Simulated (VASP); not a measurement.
A run of VASP 6.6.1 is set up as follows.

The input POSCAR:

```
GaAs
1.0
    0.0000000000      2.8332000000      2.8332000000
    2.8332000000      0.0000000000      2.8332000000
    2.8332000000      2.8332000000      0.0000000000
Ga As
1 1
Direct
    0.0000000000      0.0000000000      0.0000000000
    0.2500000000      0.2500000000      0.2500000000
```

File INCAR.step1:

```
SYSTEM = GaAs
ALGO = Normal
EDIFF = 1E-4
ENCUT = 600
GGA = PE
ISMEAR = 0
LASPH = .TRUE.
LCHARG = .FALSE.
LREAL = .FALSE.
LWAVE = .TRUE.
NELM = 60
PREC = Accurate
SIGMA = 0.05
```

INCAR.step2

```
SYSTEM = GaAs
ALGO = Normal
EDIFF = 1E-6
EDIFFG = -0.003
ENCUT = 600
IBRION = 2
ISIF = 3
ISMEAR = 0
ISTART = 1
LASPH = .TRUE.
LCHARG = .FALSE.
LMIXTAU = .TRUE.
LREAL = .FALSE.
LWAVE = .FALSE.
METAGGA = R2SCAN
NELM = 60
NSW = 80
PREC = Accurate
SIGMA = 0.05
```

Contents of KPOINTS:

```
k-points
0
G
  8 8 8
  0 0 0
```

Potentials or basis: VASP PAW PBE potentials, release 64 (Ga_d, As).

The run is started by

```bash
$ cat potpaw_PBE.64/Ga_d/POTCAR potpaw_PBE.64/As/POTCAR > POTCAR
$ cp INCAR.step1 INCAR
$ mpirun -np 1 vasp_std > vasp.out
$ cp INCAR.step2 INCAR
$ mpirun -np 1 vasp_std > vasp.out
```

Q: What does it give for the space group after relaxing (to 0.05 Å)?

A: F-43m (No. 216).

Q: Predict the band gap on the k mesh.

A: 0.93 eV, direct.

Q: Predict the relaxed cell.

A: a = 4.008 Å, b = 4.008 Å, c = 4.008 Å, α = 60.00°, β = 60.00°, γ = 60.00°.

Q: Estimate the relaxed volume.

A: 22.77 Å³/atom.

Final structure:
```yaml
crystal:
  lattice:
    - [0.00000, 2.83432, 2.83432]
    - [2.83432, 0.00000, 2.83432]
    - [2.83432, 2.83432, 0.00000]
  atoms:
    - { symbol: Ga, position: [0.00000, 0.00000, 0.00000] }
    - { symbol: As, position: [0.25000, 0.25000, 0.25000] }
```

Caveat: the PAW data sets were made with another functional, which shifts forces and pressure a little. r2SCAN opens gaps a little over a GGA but as a rule still falls short of measured ones.
